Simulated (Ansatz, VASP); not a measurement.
**MgO: VASP beside Ansatz**

The input INCAR:

```
  ALGO = Normal
  EDIFF = 1E-6
  EDIFFG = -0.01
  ENCUT = 600
  GGA = PS
  IBRION = 2
  ISIF = 3
  ISMEAR = -1
  IVDW = 12
  LASPH = True
  LCHARG = False
  LREAL = False
  LWAVE = False
  NELM = 100
  NSW = 80
  PREC = Accurate
  SIGMA = 0.05
```

File KPOINTS:

```
k-points
0
Gamma
  11 11 11
```

The input POSCAR:

```
MgO
1.0
    0.0000000000      2.0970013927      2.0970013927
    2.0970013927      0.0000000000      2.0970013927
    2.0970013927      2.0970013927      0.0000000000
Mg O
1 1
Direct
    0.0000000000      0.0000000000      0.0000000000
    0.5000000000      0.5000000000      0.5000000000
```

File input.yaml:

```yaml
crystal:
  lattice:
    - [0.0, 2.0970013927, 2.0970013927]
    - [2.0970013927, 0.0, 2.0970013927]
    - [2.0970013927, 2.0970013927, 0.0]
  atoms:
    - { symbol: Mg, position: [0.0, 0.0, 0.0] }
    - { symbol: O, position: [0.5, 0.5, 0.5] }
kpoints:
  mp_grid: { grid: [11, 11, 11] }
scf:
  occupations: { method: fermi_dirac, width: 0.05 }
hamiltonian:
  xc: pbesol
  dispersion: d3bj
  pseudopotentials: { kind: all_electron, lapw: { basis_error: 0.001 } }
output:
  forces: true
  stress: true
relax:
  f_tol: 0.01
  max_steps: 60
  cell: {}
```

Alike in both runs: task relaxation of cell and atoms; functional PBEsol; dispersion D3(BJ); k mesh 11 × 11 × 11; occupations fermi-dirac, width 0.05 eV; no spin polarisation.

|  | VASP | Ansatz |
| --- | --- | --- |
| version | VASP 6.6.1 | Ansatz 0.2.0 |
| potentials or method | VASP PAW PBE potentials, release 64 (Mg, O), cutoff 600 eV | all-electron LAPW, scalar-relativistic |

VASP gave:

- relaxed volume (Å³/atom): 9.06
- relaxed cell length with the largest relative difference (Å): 2.948

Q: Estimate Ansatz's values.

A: Relaxed volume (Å³/atom): 9.10; relaxed cell length with the largest relative difference (Å): 2.953.

VASP's potentials were made for PBE, not for PBEsol. Ansatz ran all-electron here, and VASP with PAW potentials.
